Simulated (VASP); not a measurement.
Here is a VASP 6.6.1 calculation.

INCAR

```
  PREC = Accurate
  ENCUT = 520
  EDIFF = 1E-6
  ISMEAR = -1
  SIGMA = 0.05
  LREAL = F
  LASPH = T
  NELM = 60
  ALGO = Normal
  ISIF = 2
  LWAVE = F
  LCHARG = T
  GGA = PS
  LELF = T
  LVHAR = T
  NBANDS = 12
```

The input KPOINTS:

```
regular mesh
0
Gamma
  9 9 9
```

File POSCAR:

```
Sb
1.0
    2.1066982106      1.2163027790      3.6675703910
   -2.1066982106      1.2163027790      3.6675703910
    0.0000000000     -2.4326055579      3.6675703910
Sb
2
Direct
    0.2336400000      0.2336400000      0.2336400000
    0.7663600000      0.7663600000      0.7663600000
```

Potentials or basis: VASP PAW PBE potentials, release 64 (Sb).

Command:

```bash
$ cat potpaw_PBE.64/Sb/POTCAR > POTCAR
$ mpirun -np 1 vasp_std > vasp.out
```

Estimate the band gap on the k mesh.

zero (band 5 reaches 8.10 eV, above the bottom of band 6 at 8.02 eV).

Predict the largest force.

0.575 eV/Å.

Predict the pressure.

4.9 GPa.

Forces on the atoms (eV/Å):
```
Sb   0.000  0.000  0.575
Sb   0.000  0.000 -0.575
```

Caveat: the PAW data sets were made with another functional, which shifts forces and pressure a little; spin-orbit coupling is left out, which moves the levels of the heavy elements.
